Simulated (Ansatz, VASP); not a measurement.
WC in VASP and in Ansatz

Contents of INCAR:

```
SYSTEM = WC
PREC     = Accurate       ! precision mode
ENCUT    = 520            ! plane-wave cutoff, eV
EDIFF    = 1E-6           ! SCF threshold, eV
ISMEAR   = 1              ! smearing method
SIGMA    = 0.05           ! smearing width, eV
LREAL    = .False.        ! projectors in reciprocal space
LASPH    = .True.         ! aspherical terms in the spheres
NELM     = 80             ! most SCF steps
ALGO     = Normal         ! electronic algorithm
ISIF     = 2              ! what is computed and relaxed
LWAVE    = .False.        ! write WAVECAR
LCHARG   = .False.        ! write CHGCAR
GGA      = PS             ! functional
NBANDS   = 16             ! bands
```

KPOINTS

```
Automatic mesh
0
Gamma
  11 11 11
  0 0 0
```

File POSCAR:

```
WC
1.0
    0.0000000000      2.1325760675      2.1325760675
    2.1325760675      0.0000000000      2.1325760675
    2.1325760675      2.1325760675      0.0000000000
W C
1 1
Direct
    0.0000000000      0.0000000000      0.0000000000
    0.5000000000      0.5000000000      0.5000000000
```

Input for Ansatz:

```yaml
crystal:
  lattice:
    - [0.0, 2.132576067473561, 2.132576067473561]
    - [2.132576067473561, 0.0, 2.132576067473561]
    - [2.132576067473561, 2.132576067473561, 0.0]
  atoms:
    - { symbol: W, position: [0.0, 0.0, 0.0] }
    - { symbol: C, position: [0.5, 0.5, 0.5] }
basis:
  ecutwfc: 500.0
kpoints:
  mp_grid:
    grid: [11, 11, 11]
hamiltonian:
  xc: pbesol
  pseudopotentials:
    kind: paw
scf:
  occupations:
    method: cold
    width: 0.05
output:
  stress: true
```

Alike in both runs: task single point; functional PBEsol; k mesh 11 × 11 × 11; no spin polarisation.

|  | VASP | Ansatz |
| --- | --- | --- |
| version | VASP 6.6.1 | Ansatz 0.2.0 |
| potentials or method | VASP PAW PBE potentials, release 64 (W_sv, C), cutoff 520 eV | plane waves, PAW |
| occupations | methfessel-paxton of order 1, width 0.05 eV | cold, width 0.05 eV |
| valence electrons in the cell | 18 | 18 |

|  | VASP | Ansatz | Ansatz less VASP |
| --- | --- | --- | --- |
| pressure (GPa) | 26.1 | 24.6 | -1.48 |

VASP's potentials were made for PBE, not for PBEsol.

Spin-orbit coupling is off throughout.
